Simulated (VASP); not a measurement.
Input of a VASP 6.6.1 run:

INCAR

```
SYSTEM = CdS
PREC     = Accurate       ! precision mode
ENCUT    = 520            ! plane-wave cutoff, eV
EDIFF    = 1E-6           ! SCF threshold, eV
ISMEAR   = -1             ! smearing method
SIGMA    = 0.1            ! smearing width, eV
LREAL    = .False.        ! projectors in reciprocal space
LASPH    = .True.         ! aspherical terms in the spheres
NELM     = 100            ! most SCF steps
ALGO     = Normal         ! electronic algorithm
ISIF     = 2              ! what is computed and relaxed
LWAVE    = .False.        ! write WAVECAR
LCHARG   = .False.        ! write CHGCAR
GGA      = PE             ! functional
NBANDS   = 26             ! bands
```

File KPOINTS:

```
Automatic mesh
0
Gamma
  9 9 5
  0 0 0
```

Contents of POSCAR:

```
CdS
1.0
    3.8773542427      0.0000000000      0.0000000000
   -1.9386771214      3.3578872737      0.0000000000
    0.0000000000      0.0000000000      6.4779665374
Cd S
2 2
Direct
    0.0000000000      0.0000000000      0.0000000000
    0.0000000000      0.0000000000      0.5000000000
    0.3333333333      0.6666666667      0.2500000000
    0.6666666667      0.3333333333      0.7500000000
```

Potentials or basis: VASP PAW PBE potentials, release 64 (Cd, S).

Launch:

```console
$ cat potpaw_PBE.64/Cd/POTCAR potpaw_PBE.64/S/POTCAR > POTCAR
$ mpirun -np 1 vasp_std > vasp.out
```

(1) Estimate the band gap on the k mesh.

(2) Predict the pressure.

Results:

(1) 0.54 eV, direct.

(2) 0.4 GPa.
